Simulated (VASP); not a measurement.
# Mg (P6/mmm) in VASP: a series of runs, part 2 of 2

VASP 6.6.1.

## Step 3: Single point, PBEsol (strained)

Contents of INCAR:

```
PREC = Accurate
ENCUT = 520
EDIFF = 1E-6
ISMEAR = 0
SIGMA = 0.1
LREAL = F
LASPH = T
NELM = 60
ALGO = Normal
ISIF = 2
LWAVE = F
LCHARG = F
GGA = PS
NBANDS = 7
```

Contents of KPOINTS:

```
regular mesh
0
Gamma
  15 15 12
```

Contents of POSCAR:

```
Mg
1.0
    3.0658563295      0.0000000000      0.0000000000
   -1.5329281648      2.6551094657      0.0000000000
    0.0000000000      0.0000000000      3.3344016229
Mg
1
Direct
    0.0000000000      0.0000000000      0.0000000000
```

Potentials or basis: VASP PAW PBE potentials, release 64 (Mg).

The run is started by

```console
> cat potpaw_PBE.64/Mg/POTCAR > POTCAR
> mpirun -np 1 vasp_std > vasp.out
```

OUTCAR:

```text
PREC = Accurate
   ENCUT = 520
   EDIFF = 1E-6
   ISMEAR = 0
   LREAL = F
   LASPH = T
   NELM = 60
   ISIF = 2
   GGA = PS

 ion  position               nearest neighbor table
   1  0.000  0.000  0.000-

  LATTYP: Found a hexagonal cell.
 ALAT       =     3.0658563295
 C/A-ratio  =     1.0875922628

  Lattice vectors:

 A1 = (   3.0658563295,   0.0000000000,   0.0000000000)
 A2 = (  -1.5329281648,   2.6551094657,   0.0000000000)
 A3 = (   0.0000000000,   0.0000000000,   3.3344016229)

Analysis of symmetry for initial positions (statically):
=====================================================================
 Subroutine PRICEL returns:
 Original cell was already a primitive cell.

 Routine SETGRP: Setting up the symmetry group for a
 hexagonal supercell.

 Subroutine GETGRP returns: Found 24 space group operations
 (whereof 24 operations were pure point group operations)
 out of a pool of 24 trial point group operations.

The static configuration has the point symmetry D_6h.

[... 156 lines left out ...]

  energy without entropy =       -1.45395503  energy(sigma->0) =       -1.45515631

 E-fermi :   1.7229     XC(G=0):  -7.9824

 val. band max:        1.7157138669   @ k =   0.4000   0.1333   0.0000
 cond. band min:       1.7249682960   @ k =   0.0667   0.0667   0.3333
 fundamental gap:      0.0092544291
 Fermi energy:         1.7229127326

 k-point     1 :       0.0000    0.0000    0.0000
  band No.  band energies     occupation
      1      -4.5138      2.00000
      2       8.2330      0.00000
      3       8.3784      0.00000
      4      14.4699      0.00000
      5      14.4699      0.00000
      6      15.5915      0.00000
      7      15.5915      0.00000
[... 221 lines left out ...]
 k-point    24 :       0.4000    0.2000    0.0000
  band No.  band energies     occupation
      1       1.0625      2.00000
      2       1.5561      1.98167
      3       5.3661      0.00000
      4      13.2757      0.00000
      5      13.5926      0.00000
      6      14.4885      0.00000
      7      15.0018      0.00000

 [... further k-points ...]

------------------------ aborting loop because EDIFF is reached ----------------------------------------

  FORCE on cell =-STRESS in cart. coord.  units (eV):
  Direction    XX          YY          ZZ          XY          YZ          ZX
  --------------------------------------------------------------------------------------
  -------------------------------------------------------------------------------------
  Total       -0.0087141     -0.0087141     -0.5704396      0.0000000      0.0000000      0.0000000
  in kB       -0.5143778     -0.5143778    -33.6719358      0.0000000      0.0000000      0.0000000
  external PRESSURE =     -11.5668971 kB  Pullay stress =       0.0000000 kB

 VOLUME and BASIS-vectors are now :
 -----------------------------------------------------------------------------
  energy-cutoff  :      520.00
  volume of cell :       27.14
      direct lattice vectors                 reciprocal lattice vectors
     3.065856329  0.000000000  0.000000000     0.326173145  0.188316153  0.000000000
    -1.532928165  2.655109466  0.000000000     0.000000000  0.376632306  0.000000000
     0.000000000  0.000000000  3.334401623     0.000000000  0.000000000  0.299903885

 POSITION                                       TOTAL-FORCE (eV/Angst)
 -----------------------------------------------------------------------------------
      0.00000      0.00000      0.00000         0.000000      0.000000      0.000000
 -----------------------------------------------------------------------------------
    total drift:                                0.000000      0.000000      0.000000

  FREE ENERGIE OF THE ION-ELECTRON SYSTEM (eV)
  ---------------------------------------------------
  free  energy   TOTEN  =        -1.4563575940 eV

  energy  without entropy=       -1.4539550331  energy(sigma->0) =       -1.45515631
```

stdout:

```text
POSCAR found type information on POSCAR Mg
 POSCAR found :  1 types and       1 ions
 scaLAPACK will be used
 -----------------------------------------------------------------------------
|                                                                             |
|                                                                             |
|     You enforced a specific xc type in the INCAR file but a different       |
|     I HOPE YOU KNOW WHAT YOU ARE DOING!                                     |
|                                                                             |
 -----------------------------------------------------------------------------

 LDA part: xc-table for (Slater+PW92), standard interpolation
 POSCAR, INCAR and KPOINTS ok, starting setup
 FFT: planning ... GRIDC
 FFT: planning ... GRID_SOFT
 FFT: planning ... GRID
 WAVECAR not read
 entering main loop
```

It took 12 s on 1 thread of Intel Xeon 8259CL, shared host; peak memory 0.17 GiB.

What came out:

- Free energy: -1.4564 eV
- Pressure: -1.2 GPa
- Band gap on the k mesh: zero (bands 1 and 2 overlap by 4.82 eV)

Caveat: the cell differs from its parent crystal (strained); the PAW data sets were made with another functional, which shifts forces and pressure a little.

## Step 4: Single point, LDA (strained)

Contents of INCAR:

```
  ALGO = Normal
  EDIFF = 1E-6
  ENCUT = 520
  ISIF = 2
  ISMEAR = 0
  LASPH = True
  LCHARG = False
  LREAL = False
  LWAVE = False
  NBANDS = 7
  NELM = 80
  PREC = Accurate
  SIGMA = 0.1
```

Contents of KPOINTS:

```
k-points
0
Gamma
  15 15 14
```

Contents of POSCAR:

```
Mg
1.0
    3.0428875720      0.0000000000      0.0000000000
   -1.5214437860      2.6352179382      0.0000000000
    0.0000000000      0.0000000000      3.0374386147
Mg
1
Direct
    0.0000000000      0.0000000000      0.0000000000
```

Potentials or basis: VASP PAW LDA potentials, release 64 (Mg).

The run is started by

```console
> cat potpaw_LDA.64/Mg/POTCAR > POTCAR
> mpirun -np 1 vasp_std > vasp.out
```

Wall time 10 s (1 thread of Intel Xeon 8259CL, shared host); peak memory 0.15 GiB.

The run converged. Its results:

| Quantity | Value |
| --- | --- |
| Free energy | -1.5719 eV |
| Pressure | -0.5 GPa |
| Band gap on the k mesh | zero (bands 1 and 2 overlap by 5.37 eV) |

Levels at points of the mesh, in eV from the Fermi level:
| k point | band 1 | band 2 | band 3 | band 4 | band 5 |
| --- | --- | --- | --- | --- | --- |
| (0.00, 0.00, 0.00) | -6.68 | 8.00 | 8.69 | 12.56 | 12.56 |
| (0.00, 0.00, 0.50) | -3.03 | -2.33 | 14.68 | 14.68 | 16.12 |

Caveat: the cell differs from its parent crystal (strained).

## Step 5: Single point, r2SCAN (strained)

Contents of POSCAR:

```
Mg
1.0
    2.9763300303      0.0000000000      0.0000000000
   -1.4881650152      2.5775774163      0.0000000000
    0.0000000000      0.0000000000      2.9710002589
Mg
1
Direct
    0.0000000000      0.0000000000      0.0000000000
```

Contents of INCAR.step1:

```
PREC = Accurate
ENCUT = 520
ISMEAR = 0
SIGMA = 0.1
LREAL = False
LASPH = True
NELM = 60
NBANDS = 7
GGA = PE
ALGO = Normal
EDIFF = 1E-4
LWAVE = True
LCHARG = False
```

Contents of INCAR.step2:

```
PREC = Accurate
ENCUT = 520
EDIFF = 1E-7
ISMEAR = 0
SIGMA = 0.1
LREAL = False
LASPH = True
NELM = 60
ALGO = Normal
ISIF = 2
LWAVE = False
LCHARG = True
METAGGA = R2SCAN
LMIXTAU = True
LELF = True
LVHAR = True
NBANDS = 7
ISTART = 1
```

Contents of KPOINTS:

```
Automatic mesh
0
Gamma
  15 15 14
```

Potentials or basis: VASP PAW PBE potentials, release 64 (Mg).

The run is started by

```console
> cat potpaw_PBE.64/Mg/POTCAR > POTCAR
> cp INCAR.step1 INCAR
> mpirun -np 1 vasp_std > vasp.out
> cp INCAR.step2 INCAR
> mpirun -np 1 vasp_std > vasp.out
```

Run time: 48 s. Hardware: 1 thread of Intel Xeon 8259CL, shared host; peak memory 0.17 GiB.

The run converged. Its results:

- Free energy: -3.8522 eV
- Pressure: 3.2 GPa
- Band gap on the k mesh: zero (bands 1 and 2 overlap by 6.30 eV)

Stress tensor (GPa, compression positive):
```
3.93 0.00 0.00
0.00 3.93 0.00
0.00 0.00 1.65
```

Levels at points of the mesh, in eV from the Fermi level:
| k point | band 1 | band 2 | band 3 | band 4 | band 5 |
| --- | --- | --- | --- | --- | --- |
| (0.00, 0.00, 0.00) | -7.45 | 8.80 | 9.96 | 13.91 | 13.91 |
| (0.00, 0.00, 0.50) | -3.07 | -2.87 | 16.36 | 16.36 | 18.10 |

Caveat: the cell differs from its parent crystal (strained); the cell stands under pressure; the PAW data sets were made with another functional, which shifts forces and pressure a little.

## Step 6: Overview

```tsv
level	potentials or basis	cell	k mesh	gap on the mesh (eV)	pressure (GPa)
PBEsol	VASP PAW PBE potentials, release 64 (Mg)	a = 3.064, b = 3.064, c = 3.149 Å, angles 90.0, 90.0, 120.0°, 1 atom	15 × 15 × 12	none	-0.4
PBEsol	VASP PAW PBE potentials, release 64 (Mg)	a = 3.066, b = 3.066, c = 3.334 Å, angles 90.0, 90.0, 120.0°, 1 atom	15 × 15 × 12	none	-1.2
LDA	VASP PAW LDA potentials, release 64 (Mg)	a = 3.043, b = 3.043, c = 3.037 Å, angles 90.0, 90.0, 120.0°, 1 atom	15 × 15 × 14	none	-0.5
r2SCAN	VASP PAW PBE potentials, release 64 (Mg)	a = 2.976, b = 2.976, c = 2.971 Å, angles 90.0, 90.0, 120.0°, 1 atom	15 × 15 × 14	none	3.2
```

Alike in all rows: task single point; no spin polarisation; cutoff (eV) 520; smearing gaussian 0.1 eV.

Caveats: the PAW data sets were made with another functional, which shifts forces and pressure a little (at least some runs); the cell stands under pressure (at least some runs).

Absolute energies hang on the potentials; compare differences alone.

The gap in the log of VASP goes by the Fermi energy; the results here count the filled bands.